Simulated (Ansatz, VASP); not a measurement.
# Rb2Cd in VASP and in Ansatz

The input INCAR:

```
PREC = Accurate
ENCUT = 520
EDIFF = 1E-6
ISMEAR = 0
SIGMA = 0.1
LREAL = F
LASPH = T
NELM = 60
ALGO = Fast
ISIF = 2
LWAVE = F
LCHARG = F
GGA = PE
NBANDS = 39
```

Contents of KPOINTS:

```
regular mesh
0
Gamma
  4 4 4
```

Contents of POSCAR:

```
Rb2Cd
1.0
    0.0000000000      4.7454637818      4.7454637818
    4.7454637818      0.0000000000      4.7454637818
    4.7454637818      4.7454637818      0.0000000000
Rb Cd
4 2
Direct
    0.6250000000      0.6250000000      0.6250000000
    0.1250000000      0.6250000000      0.6250000000
    0.6250000000      0.6250000000      0.1250000000
    0.6250000000      0.1250000000      0.6250000000
    0.0000000000      0.0000000000      0.0000000000
    0.2500000000      0.2500000000      0.2500000000
```

Input for Ansatz:

```yaml
crystal:
  lattice:
    - [0.0, 4.7454637818, 4.7454637818]
    - [4.7454637818, 0.0, 4.7454637818]
    - [4.7454637818, 4.7454637818, 0.0]
  atoms:
    - { symbol: Rb, position: [0.625, 0.625, 0.625] }
    - { symbol: Rb, position: [0.125, 0.625, 0.625] }
    - { symbol: Rb, position: [0.625, 0.625, 0.125] }
    - { symbol: Rb, position: [0.625, 0.125, 0.625] }
    - { symbol: Cd, position: [0.0, 0.0, 0.0] }
    - { symbol: Cd, position: [0.25, 0.25, 0.25] }
basis:
  ecutwfc: 420
kpoints:
  mp_grid: { grid: [4, 4, 4] }
hamiltonian:
  xc: pbe
scf:
  occupations: { method: gaussian, width: 0.1 }
  lower_state_search: "off"
output:
  forces: true
  stress: true
  eigenvalues: true
```

Alike in both runs: task single point; functional PBE; k mesh 4 × 4 × 4; occupations gaussian, width 0.1 eV; no spin polarisation.

|  | VASP | Ansatz |
| --- | --- | --- |
| version | VASP 6.6.1 | Ansatz 0.2.0 |
| potentials or method | VASP PAW PBE potentials, release 64 (Rb_sv, Cd), cutoff 520 eV | scalar-relativistic, plane waves, PAW |
| valence electrons in the cell | 60 | 76 |

Ansatz gave:

- gap on the k mesh at the Fermi level (eV): none
- pressure (GPa): 4.4

Problem. Which values does VASP return?

Solution. gap on the k mesh at the Fermi level (eV): none; pressure (GPa): 4.5.

A gap of «none» marks a metal or a gap that the smearing closes. VASP's potentials hold 60 valence electrons a cell and Ansatz's 76, so a difference there can come from the potentials and not from the codes.
